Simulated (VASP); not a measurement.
Crystal: GaSb.

```xyz
2
Lattice="-1.5559 2.6750 2.8933 1.5559 -2.6750 2.8933 1.5559 2.6750 -2.8933" Properties=species:S:1:pos:R:3 pbc="T T T"
Sb    0.0000    0.0000    2.8933
Ga    0.0000    0.0000    0.0000
```

Base run:

- Program: VASP 6.6.1
- Functional: PBE
- Potentials or basis: VASP PAW PBE potentials, release 64 (Sb, Ga_d)
- Cutoff: 520 eV
- k mesh: 10 × 10 × 10
- Occupations: fermi-dirac, width 0.05 eV
- Spin: no spin polarisation

Its results: band gap on the k mesh zero (bands 9 and 10 overlap by 4.46 eV); pressure -0.1 GPa.

Question: The run is repeated on the same cell with these changes: functional from PBE to r2SCANh; k mesh from 10 × 10 × 10 to 5 × 5 × 5. What comes out?

Answer: Band gap on the k mesh zero (bands 9 and 10 overlap by 4.05 eV); pressure -2.2 GPa.

Several settings changed at once.

Caveats: some runs use coarse meshes; spin-orbit coupling is left out, which moves the levels of the heavy elements; the PAW data sets were made with another functional, which shifts forces and pressure a little (at least some runs).
